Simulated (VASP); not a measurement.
# LiCl: single point with PBE

The system is LiCl.

```
Li Cl
1.0
     3.89374    0.00000    0.00000
    -1.94687    3.37208    0.00000
     0.00000    0.00000    6.22588
Li Cl
2 2
Cartesian
  1.9469 1.1240 5.4668
  0.0000 2.2481 2.3539
  1.9469 1.1240 3.0938
  0.0000 2.2481 6.2067
```

| Item | Value |
| --- | --- |
| Program | VASP 6.6.1 |
| Task | single point |
| Functional | PBE |
| Potentials or basis | VASP PAW PBE potentials, release 64 (Li_sv, Cl) |
| Cutoff | 520 eV |
| k mesh | 6 × 6 × 4, shifted |
| Occupations | gaussian, width 0.01 eV |
| Spin | no spin polarisation |

```
Band gap on the k mesh : 6.24 eV, direct
```

Levels at points of the mesh, in eV from the valence-band top:
| k point | band 6 | band 7 | band 8 | band 9 | band 10 | band 11 | band 12 | band 13 | band 14 | band 15 |
| --- | --- | --- | --- | --- | --- | --- | --- | --- | --- | --- |
| (0.00, 0.00, 0.12) | -0.31 | -0.31 | -0.01 | 0.00 | 0.00 | 6.24 | 8.29 | 10.06 | 10.06 | 10.54 |

Run time: 23 s on 1 thread of Intel(R) Xeon(R) Platinum 8488C (Sapphire Rapids), on a shared host, peak memory 0.19 GiB.

 Expect the measured gap to be larger: semilocal functionals such as PBE lack the derivative discontinuity.
